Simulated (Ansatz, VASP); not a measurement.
**Two plane-wave programs on AlCo3**

```xyz
4
Lattice="3.5749 0.0000 0.0000 0.0000 3.5749 0.0000 0.0000 0.0000 3.5749" Properties=species:S:1:pos:R:3 pbc="T T T"
Al    0.0000    0.0000    0.0000
Co    1.7875    1.7875    0.0000
Co    1.7875    0.0000    1.7875
Co    0.0000    1.7875    1.7875
```

Alike in both runs: task single point; functional PBEsol; k mesh 1 × 1 × 1; occupations gaussian, width 0.1 eV; collinear spin.

|  | VASP | Ansatz |
| --- | --- | --- |
| version | VASP 6.6.1 | Ansatz 0.2.0 |
| potentials or method | VASP PAW PBE potentials, release 64 (Al, Co), cutoff 520 eV | scalar-relativistic, plane waves, PAW |
| valence electrons in the cell | 30 | 54 |

|  | VASP | Ansatz | Ansatz less VASP |
| --- | --- | --- | --- |
| pressure (GPa) | 8.8 | 6.8 | -2.06 |
| net moment per atom (μB) | 1.29 | 2.00 | +0.707 |
| size of the moment on the site where the two differ most (μB) | 0.03 | 0.65 | +0.619 |

The net moments are unlike, so the other rows may belong to different states. VASP's potentials were made for PBE, not for PBEsol. Site moments also hang on the region over which each program counts them. VASP's potentials hold 30 valence electrons a cell and Ansatz's 54, so a difference there can come from the potentials and not from the codes. Ansatz's warnings: stability check not made.

The k mesh is coarse, so the values compare programs but aren't converged.
